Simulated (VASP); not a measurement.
A run of VASP 6.6.1:

The input INCAR:

```
  ALGO = Fast
  EDIFF = 1E-7
  ENCUT = 520
  GGA = PE
  ISIF = 2
  ISMEAR = 0
  LASPH = True
  LCHARG = False
  LREAL = False
  LWAVE = False
  NBANDS = 21
  NELM = 100
  PREC = Accurate
  SIGMA = 0.15
```

File KPOINTS:

```
k-points
0
Gamma
  12 12 12
```

POSCAR

```
Sn
1.0
    0.0000000000      3.2942840000      3.1969160000
    3.2942840000      0.0000000000      3.1969160000
    3.2942840000      3.2942840000      0.0000000000
Sn
2
Direct
    0.5000000000      0.5000000000      0.5000000000
    0.7500000000      0.7500000000      0.7500000000
```

Potentials or basis: VASP PAW PBE potentials, release 64 (Sn_d).

Run with:

```sh
$ cat potpaw_PBE.64/Sn_d/POTCAR > POTCAR
$ mpirun -np 1 vasp_std > vasp.out
```

Hardware: 1 thread of Intel(R) Xeon(R) Platinum 8259CL CPU @ 2.50GHz (Skylake/Cascade Lake) (shared host).

Task: How long does it take, and how much memory?

Result: Run time: 6.6 min on 1 thread of Intel(R) Xeon(R) Platinum 8259CL CPU @ 2.50GHz (Skylake/Cascade Lake), on a shared host, peak memory 0.33 GiB. Counts: scf iterations 15, k points 163.
